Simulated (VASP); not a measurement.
Here is a VASP 6.6.1 calculation.

The input INCAR:

```
PREC = Accurate
ENCUT = 520
EDIFF = 1E-6
ISMEAR = -1
SIGMA = 0.01
LREAL = False
LASPH = True
NELM = 60
ALGO = Normal
ISIF = 2
LWAVE = False
LCHARG = False
GGA = CA
NBANDS = 17
```

File KPOINTS:

```
regular mesh
0
Gamma
  8 8 8
```

POSCAR

```
PbS
1.0
    0.0000000000      2.9846363338      2.9846363338
    2.9846363338      0.0000000000      2.9846363338
    2.9846363338      2.9846363338      0.0000000000
Pb S
1 1
Direct
    0.0000000000      0.0000000000      0.0000000000
    0.5000000000      0.5000000000      0.5000000000
```

Potentials or basis: VASP PAW LDA potentials, release 64 (Pb_d, S).

Command:

```console
$ cat potpaw_LDA.64/Pb_d/POTCAR potpaw_LDA.64/S/POTCAR > POTCAR
$ mpirun -np 1 vasp_std > vasp.out
```

Question: What does it give for the band gap on the k mesh?

Answer: 0.27 eV, direct.

Question: Predict the pressure.

Answer: -3.5 GPa.

Caveat: spin-orbit coupling is left out, which moves the levels of the heavy elements. A k mesh can miss the band edges.
